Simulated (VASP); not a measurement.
# CuI (Marshite): single point with LDA

The system is CuI (Marshite).

```
Cu I
1.0
     0.00000    3.11028    3.11028
     3.11028    0.00000    3.11028
     3.11028    3.11028    0.00000
Cu I
1 1
Cartesian
  1.5551 1.5551 1.5551
  0.0000 0.0000 0.0000
```

```
Program                : VASP 6.6.1
Task                   : single point
Functional             : LDA
Potentials or basis    : VASP PAW LDA potentials, release 64 (Cu, I)
Cutoff                 : 600 eV
k mesh                 : 6 × 6 × 6
Occupations            : gaussian, width 0.01 eV
Spin                   : no spin polarisation
Dipole correction      : no
Further INCAR settings : ALGO = Normal; EDIFF = 1e-06; NBANDS = 16
```

```json
{"Pressure": "-6.3 GPa", "Band gap on the k mesh": "0.81 eV, direct"}
```

Levels at points of the mesh, in eV from the valence-band top:
```
           k point  band 6  band 7  band 8  band 9  band 10  band 11  band 12  band 13
(0.00, 0.00, 0.00)   -1.62    0.00    0.00    0.00     0.81     4.94     4.94     4.94
(0.50, 0.00, 0.00)   -1.60   -1.56   -0.61   -0.61     2.00     5.44     5.44     7.07
(0.50, 0.50, 0.00)   -1.58   -1.55   -1.30   -1.30     2.77     2.87     8.54     9.31
```

Wall time 28 s on 1 thread of Intel Xeon 8259CL (shared host), peak memory 0.18 GiB.

Caveat: spin-orbit coupling is left out, which moves the levels of the heavy elements.
